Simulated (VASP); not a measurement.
**ZnCu: single point with PBEsol**

ZnCu:

```xyz
2
Lattice="2.9077 0.0000 0.0000 0.0000 2.9077 0.0000 0.0000 0.0000 2.9077" Properties=species:S:1:pos:R:3 pbc="T T T"
Zn    1.4539    1.4539    1.4539
Cu    0.0000    0.0000    0.0000
```

```json
{"Program": "VASP 6.6.1", "Task": "single point", "Functional": "PBEsol", "Potentials or basis": "VASP PAW PBE potentials, release 64 (Zn, Cu)", "Cutoff": "520 eV", "k mesh": "16 × 16 × 16", "Occupations": "gaussian, width 0.15 eV", "Spin": "no spin polarisation"}
```

| Item | Value |
| --- | --- |
| Pressure | 0.8 GPa |

Levels at points of the mesh, in eV from the Fermi level:
```tsv
k point	band 9	band 10	band 11	band 12	band 13	band 14	band 15	band 16
(0.00, 0.00, 0.00)	-2.80	-2.80	-2.80	6.33	6.33	6.33	11.50	11.50
(0.50, 0.00, 0.00)	-3.39	-3.39	-2.89	-2.04	12.02	12.02	12.63	12.63
(0.50, 0.50, 0.00)	-2.95	-2.55	-2.04	-2.04	1.92	2.24	14.30	15.82
(0.50, 0.50, 0.50)	-2.53	-2.53	4.10	4.41	4.41	4.41	4.62	4.62
```

It took 39 s on 1 thread of AMD EPYC 7R13 Processor (Zen 3), on a shared host, peak memory 0.17 GiB.

Caveat: the PAW data sets were made with another functional, which shifts forces and pressure a little.
